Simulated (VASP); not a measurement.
# Cu12H in VASP: single point with PBE+D3(BJ)

Aim: the single point of Cu12H with PBE+D3(BJ).

Everything below comes from runs of VASP 6.6.1. Logs are shortened: lines on timing, memory, paths and dates and some standing lists are left out, and cuts for length are marked.

## Step 1: The cell of the first run

The cell holds a slab with vacuum, 13 atoms: a = 5.038 Å, b = 5.038 Å, c = 20.662 Å, α = 90.00°, β = 90.00°, γ = 90.00°.

## Step 2: Single point, PBE+D3(BJ)

INCAR reads:

```
PREC = Accurate
ENCUT = 520
EDIFF = 1E-7
ISMEAR = 0
SIGMA = 0.1
LREAL = False
LASPH = True
NELM = 80
ALGO = Normal
ISIF = 2
LWAVE = False
LCHARG = False
LDIPOL = True
IDIPOL = 3
DIPOL = 0.5 0.5 0.298
GGA = PE
IVDW = 12
NBANDS = 78
```

KPOINTS reads:

```
Automatic mesh
0
Gamma
  5 5 1
```

POSCAR reads:

```
Cu12H
1.0
    5.0378287988      0.0000000000      0.0000000000
    0.0000000000      5.0378287988      0.0000000000
    0.0000000000      0.0000000000     20.6622829064
Cu H
12 1
Direct
    0.2500000000      0.2500000000      0.1935894508
    0.2500000000      0.7500000000      0.1935894508
    0.7500000000      0.2500000000      0.1935894508
    0.7500000000      0.7500000000      0.1935894508
    0.0000000000      0.0000000000      0.2797919997
    0.0000000000      0.5000000000      0.2797919997
    0.5000000000      0.0000000000      0.2797919997
    0.5000000000      0.5000000000      0.2797919997
    0.2500000000      0.2500000000      0.3659945486
    0.2500000000      0.7500000000      0.3659945486
    0.7500000000      0.2500000000      0.3659945486
    0.7500000000      0.7500000000      0.3659945486
    0.2500000000      0.5000000000      0.5160263730
```

Potentials or basis: VASP PAW PBE potentials, release 64 (Cu, H).

On the command line:

```bash
$ cat potpaw_PBE.64/Cu/POTCAR potpaw_PBE.64/H/POTCAR > POTCAR
$ mpirun -np 1 vasp_std > vasp.out
```

OUTCAR:

```text
PREC = Accurate
   ENCUT = 520
   EDIFF = 1E-7
   ISMEAR = 0
   LREAL = False
   LASPH = True
   NELM = 80
   ISIF = 2
   GGA = PE
   IVDW = 12
 IVDW          = 12

 ion  position               nearest neighbor table
   1  0.250  0.250  0.194-   5 2.52   6 2.52   7 2.52   8 2.52   2 2.52   3 2.52   2 2.52   3 2.52

   2  0.250  0.750  0.194-   5 2.52   6 2.52   7 2.52   8 2.52   1 2.52   4 2.52   1 2.52   4 2.52

   3  0.750  0.250  0.194-   5 2.52   6 2.52   7 2.52   8 2.52   1 2.52   4 2.52   4 2.52   1 2.52

   4  0.750  0.750  0.194-   5 2.52   6 2.52   7 2.52   8 2.52   2 2.52   3 2.52   3 2.52   2 2.52

   5  0.000  0.000  0.280-   9 2.52  10 2.52  11 2.52  12 2.52   1 2.52   2 2.52   3 2.52   4 2.52
                             6 2.52   7 2.52   6 2.52   7 2.52
   6  0.000  0.500  0.280-   9 2.52  10 2.52  11 2.52  12 2.52   1 2.52   2 2.52   3 2.52   4 2.52
                             5 2.52   8 2.52   5 2.52   8 2.52
   7  0.500  0.000  0.280-   9 2.52  10 2.52  11 2.52  12 2.52   1 2.52   2 2.52   3 2.52   4 2.52
                             5 2.52   8 2.52   8 2.52   5 2.52
   8  0.500  0.500  0.280-   9 2.52  10 2.52  11 2.52  12 2.52   1 2.52   2 2.52   3 2.52   4 2.52
                             6 2.52   7 2.52   7 2.52   6 2.52
   9  0.250  0.250  0.366-   5 2.52   6 2.52   7 2.52   8 2.52  10 2.52  11 2.52  10 2.52  11 2.52

  10  0.250  0.750  0.366-   5 2.52   6 2.52   7 2.52   8 2.52   9 2.52  12 2.52   9 2.52  12 2.52

  11  0.750  0.250  0.366-   5 2.52   6 2.52   7 2.52   8 2.52   9 2.52  12 2.52  12 2.52   9 2.52

  12  0.750  0.750  0.366-   5 2.52   6 2.52   7 2.52   8 2.52  10 2.52  11 2.52  11 2.52  10 2.52

  13  0.250  0.500  0.516-

  LATTYP: Found a simple tetragonal cell.
 ALAT       =     5.0378287988
 C/A-ratio  =     4.1014261762

  Lattice vectors:

 A1 = (   5.0378287988,   0.0000000000,   0.0000000000)
 A2 = (   0.0000000000,   5.0378287988,   0.0000000000)
 A3 = (   0.0000000000,   0.0000000000,  20.6622829064)

Analysis of symmetry for initial positions (statically):
=====================================================================
 Subroutine PRICEL returns:
 Original cell was already a primitive cell.

 Routine SETGRP: Setting up the symmetry group for a
 simple tetragonal supercell.

 Subroutine GETGRP returns: Found  4 space group operations
 (whereof  2 operations were pure point group operations)
 out of a pool of 16 trial point group operations.

The static configuration has the point symmetry C_1h.
 The point group associated with its full space group is C_2v.

Analysis of symmetry for dynamics (positions and initial velocities):
=====================================================================
 Subroutine PRICEL returns:
 Original cell was already a primitive cell.

 Routine SETGRP: Setting up the symmetry group for a
 simple tetragonal supercell.

 Subroutine GETGRP returns: Found  4 space group operations
 (whereof  2 operations were pure point group operations)
 out of a pool of 16 trial point group operations.

The dynamic configuration has the point symmetry C_1h.
 The point group associated with its full space group is C_2v.

 Subroutine INISYM returns: Found  4 space group operations
 (whereof  2 operations are pure point group operations),
 and found     1 'primitive' translations

----------------------------------------------------------------------------------------

                                     Primitive cell

  volume of cell :     524.4029

  direct lattice vectors                    reciprocal lattice vectors
     5.037828799  0.000000000  0.000000000     0.198498210  0.000000000  0.000000000
     0.000000000  5.037828799  0.000000000     0.000000000  0.198498210  0.000000000
     0.000000000  0.000000000 20.662282906     0.000000000  0.000000000  0.048397363

  length of vectors
     5.037828799  5.037828799 20.662282906     0.198498210  0.198498210  0.048397363

  position of ions in fractional coordinates (direct lattice)
     0.250000000  0.250000000  0.193589451
     0.250000000  0.750000000  0.193589451
     0.750000000  0.250000000  0.193589451
     0.750000000  0.750000000  0.193589451
     0.000000000  0.000000000  0.279792000
     0.000000000  0.500000000  0.279792000
     0.500000000  0.000000000  0.279792000
     0.500000000  0.500000000  0.279792000
     0.250000000  0.250000000  0.365994549
     0.250000000  0.750000000  0.365994549
     0.750000000  0.250000000  0.365994549
     0.750000000  0.750000000  0.365994549
     0.250000000  0.500000000  0.516026373

  ion indices of the primitive-cell ions
   primitive index   ion index
                 1           1
                 2           2
                 3           3
                 4           4
                 5           5
                 6           6
                 7           7
                 8           8
                 9           9
                10          10
                11          11
                12          12
                13          13

----------------------------------------------------------------------------------------

 KPOINTS: Automatic mesh

Automatic generation of k-mesh.
 Grid dimensions read from file:
 generate k-points for:    5    5    1

 Generating k-lattice:

  Cartesian coordinates                     Fractional coordinates (reciprocal lattice)
     0.039699642  0.000000000  0.000000000     0.200000000  0.000000000  0.000000000
     0.000000000  0.039699642  0.000000000     0.000000000  0.200000000  0.000000000
     0.000000000  0.000000000  0.048397363     0.000000000  0.000000000  1.000000000

  Length of vectors
     0.039699642  0.039699642  0.048397363

  Shift w.r.t. Gamma in fractional coordinates (k-lattice)
     0.000000000  0.000000000  0.000000000

 Subroutine IBZKPT returns following result:
 ===========================================

 Found      9 irreducible k-points:

 Following reciprocal coordinates:
            Coordinates               Weight
  0.000000  0.000000  0.000000      1.000000
  0.200000  0.000000  0.000000      2.000000
  0.000000  0.200000  0.000000      2.000000
  0.400000  0.000000  0.000000      2.000000
  0.000000  0.400000  0.000000      2.000000
  0.200000  0.200000  0.000000      4.000000
  0.400000  0.200000  0.000000      4.000000
 -0.200000  0.400000  0.000000      4.000000
  0.400000  0.400000  0.000000      4.000000
   k-points           NKPTS =      9   k-points in BZ     NKDIM =      9   number of bands    NBANDS=     78
   number of dos      NEDOS =    301   number of ions     NIONS =     13
   total plane-waves  NPLWV = 256000
   dimension x,y,z NGX =    40 NGY =   40 NGZ =  160
   dimension x,y,z NGXF=    80 NGYF=   80 NGZF=  320
   ions per type =              12   1
   NGX,Y,Z   is equivalent  to a cutoff of  13.20, 13.20, 12.87 a.u.
   NGXF,Y,Z  is equivalent  to a cutoff of  26.40, 26.40, 25.75 a.u.
 SYSTEM =  unknown system
   PREC   = accura    normal or accurate (medium, high low for compatibility)
   ISTART =      0    job   : 0-new  1-cont  2-samecut
   ICHARG =      2    charge: 1-file 2-atom 10-const
   ISPIN  =      1    spin polarized calculation?
   LNONCOLLINEAR =      F non collinear calculations
   LSORBIT =      F    spin-orbit coupling
   LASPH  =      T    aspherical Exc in radial PAW
   ENCUT  =  520.0 eV  38.22 Ry    6.18 a.u.   9.37  9.37 38.42*2*pi/ulx,y,z
   NELM   =     80;   NELMIN=  2; NELMDL= -5     # of ELM steps
   EDIFF  = 0.1E-06   stopping-criterion for ELM
   LREAL  =      F    real-space projection
   EDIFFG = 0.1E-05   stopping-criterion for IOM
   NSW    =      0    number of steps for IOM
   IBRION =     -1    ionic relax: 0-MD 1-quasi-New 2-CG
   NFREE  =      0    steps in history (QN), initial steepest desc. (CG)
   ISIF   =      2    stress and relaxation
   ISYM   =      2    0-nonsym 1-usesym 2-fastsym
   POTIM  = 0.5000    time-step for ionic-motion
   TEBEG  =    0.0;   TEEND  =   0.0 temperature during run
   PSTRESS=    0.0 pullay stress
   NELECT =     133.0000    total number of electrons
   NUPDOWN=      -1.0000    fix difference up-down
   EMIN   =  10.00;   EMAX   =-10.00  energy-range for DOS
   EFERMI =   0.00;   METHOD = LEGACY
   ISMEAR =     0;   SIGMA  =   0.10  broadening in eV -4-tet -1-fermi 0-gaus
   EFERMI_NEDOS =   21; number of points for ismear=-14 and -15
   IALGO  =     38    algorithm
   IMIX   =      4    mixing-type and parameters
     AMIX     =   0.40;   BMIX     =  1.00
     AMIX_MAG =   1.60;   BMIX_MAG =  1.00
  volume/ion in A,a.u.               =      40.34       272.22
  Fermi-wavevector in a.u.,A,eV,Ry     =   1.036264  1.958255 14.610517  1.073843
  Thomas-Fermi vector in A             =   2.170646
   LORBIT       =      0    0 simple, 1 ext, 2 COOP (PROOUT), +10 PAW based schemes
   GGA     = PE    functional components
   LHFCALC =     F    Hartree Fock is set to
   AEXX    =    0.0000 exact exchange contribution
   IVDW    =    12    specifies the selected vdW correction
   LEPSILON=     F    determine dielectric tensor
   LRPA    =     F    only Hartree local field effects (RPA)
 non-spin polarized calculation
 Gauss-broadening in eV      SIGMA  =   0.10
  energy-cutoff  :      520.00
  volume of cell :      524.40
 maximum number of plane-waves:     14177
 NGX is ok and might be reduce to    40
   NGX = 19   NGY = 19   NGZ = 77

 dipolmoment           0.000000      0.000000     -0.146834 electrons x Angstroem

 number of electron     132.9999976 magnetization

 dipolmoment           0.000000      0.000000      0.242561 electrons x Angstroem

 Free energy of the ion-electron system (eV)
  ---------------------------------------------------
  ext. energy  EPLUGINS =         0.00000000
  ---------------------------------------------------
  free energy    TOTEN  =       -40.79122451 eV

  energy without entropy =      -40.76727239  energy(sigma->0) =      -40.77924845

 E-fermi :  -1.7511     XC(G=0):  -4.5801

 val. band max:       -1.7542043510   @ k =   0.4000   0.4000   0.0000
 cond. band min:      -1.7317439697   @ k =   0.0000   0.0000   0.0000
 fundamental gap:      0.0224603813
 Fermi energy:        -1.7511333233

 k-point     1 :       0.0000    0.0000    0.0000
  band No.  band energies     occupation
      1     -10.3567      2.00000
      2      -7.7836      2.00000
      3      -6.7520      2.00000
      4      -6.7518      2.00000
      5      -6.5886      2.00000
      6      -6.5083      2.00000
[... 70 lines left out ...]
     77       2.5183      0.00000
     78       2.6931      0.00000

 k-point     2 :       0.2000    0.0000    0.0000
  band No.  band energies     occupation
      1     -10.1142      2.00000
      2      -7.5739      2.00000
      3      -7.2611      2.00000
      4      -6.5909      2.00000
      5      -6.4481      2.00000
      6      -6.4296      2.00000
[... 70 lines left out ...]
     77       2.7793      0.00000
     78       2.9344      0.00000
[... 484 lines left out ...]
     77       3.3077      0.00000
     78       3.6876      0.00000

 k-point     9 :       0.4000    0.4000    0.0000
  band No.  band energies     occupation
      1      -8.5261      2.00000
      2      -7.5868      2.00000
      3      -7.5860      2.00000
      4      -6.8905      2.00000
      5      -6.3767      2.00000
      6      -6.0655      2.00000
[... 70 lines left out ...]
     77       4.4079      0.00000
     78       4.4396      0.00000

------------------------ aborting loop because EDIFF is reached ----------------------------------------

 vacuum level on the upper side and lower side of the slab       (xc-potential included)         0.770        -0.902

 Edisp (eV)   -4.43284

 E8    (eV) :    -1.9952

  FORCE on cell =-STRESS in cart. coord.  units (eV):
  Direction    XX          YY          ZZ          XY          YZ          ZX
  --------------------------------------------------------------------------------------
  -------------------------------------------------------------------------------------
  Total      -4.96265    -5.07014    -2.26134     0.00000     0.00000     0.00000
  in kB     -15.16210   -15.49050    -6.90895     0.00000     0.00000     0.00000
  external pressure =      -12.52 kB  Pullay stress =        0.00 kB

 VOLUME and BASIS-vectors are now :
 -----------------------------------------------------------------------------
  energy-cutoff  :      520.00
  volume of cell :      524.40
      direct lattice vectors                 reciprocal lattice vectors
     5.037828799  0.000000000  0.000000000     0.198498210  0.000000000  0.000000000
     0.000000000  5.037828799  0.000000000     0.000000000  0.198498210  0.000000000
     0.000000000  0.000000000 20.662282906     0.000000000  0.000000000  0.048397363

 POSITION                                       TOTAL-FORCE (eV/Angst)
 -----------------------------------------------------------------------------------
      1.25946      1.25946      4.00000        -0.000000      0.023184     -0.034927
      1.25946      3.77837      4.00000        -0.000000     -0.023184     -0.034927
      3.77837      1.25946      4.00000         0.000000      0.024525     -0.042277
      3.77837      3.77837      4.00000         0.000000     -0.024525     -0.042277
      0.00000      0.00000      5.78114         0.035822      0.000000      0.031840
      0.00000      2.51891      5.78114        -0.004420      0.000000     -0.028835
      2.51891      0.00000      5.78114        -0.035822      0.000000      0.031840
      2.51891      2.51891      5.78114         0.004420      0.000000     -0.028835
      1.25946      1.25946      7.56228         0.000000      0.104245      0.394343
      1.25946      3.77837      7.56228         0.000000     -0.104245      0.394343
      3.77837      1.25946      7.56228        -0.000000      0.004355      0.111042
      3.77837      3.77837      7.56228        -0.000000     -0.004355      0.111042
      1.25946      2.51891     10.66228        -0.000000      0.000000     -0.862371
 -----------------------------------------------------------------------------------
    total drift:                               -0.000000      0.000000     -0.000611

  FREE ENERGIE OF THE ION-ELECTRON SYSTEM (eV)
  ---------------------------------------------------
  free  energy   TOTEN  =       -45.2240647254 eV

  energy  without entropy=      -45.2001126062  energy(sigma->0) =      -45.21208867

 vacuum level on the upper side and lower side of the slab         4.446         2.729
```

It took 33 min on 1 thread of Intel Xeon 8259CL, shared host; peak memory 0.69 GiB.

Results:

- Free energy: -45.2241 eV
- Largest force: 0.862 eV/Å
- Band gap on the k mesh: zero (an odd number of electrons rules out a gap without spin polarisation)
- Dispersion energy per atom: -0.341 eV

Forces in eV/Å, atoms in the order of the input:
```
Cu   0.000  0.023 -0.035
Cu   0.000 -0.023 -0.035
Cu   0.000  0.025 -0.042
Cu   0.000 -0.025 -0.042
Cu   0.036  0.000  0.032
Cu  -0.004  0.000 -0.029
Cu  -0.036  0.000  0.032
Cu   0.004  0.000 -0.029
Cu   0.000  0.104  0.394
Cu   0.000 -0.104  0.394
Cu   0.000  0.004  0.111
Cu   0.000 -0.004  0.111
H    0.000  0.000 -0.862
```

Levels at points of the mesh, in eV from the Fermi level:
| k point | band 63 | band 64 | band 65 | band 66 | band 67 | band 68 | band 69 | band 70 | band 71 | band 72 |
| --- | --- | --- | --- | --- | --- | --- | --- | --- | --- | --- |
| (0.00, 0.00, 0.00) | -1.07 | -0.16 | -0.13 | -0.12 | -0.05 | -0.04 | 0.02 | 0.11 | 1.54 | 3.03 |

The gap in the log of VASP goes by the Fermi energy; the results here count the filled bands.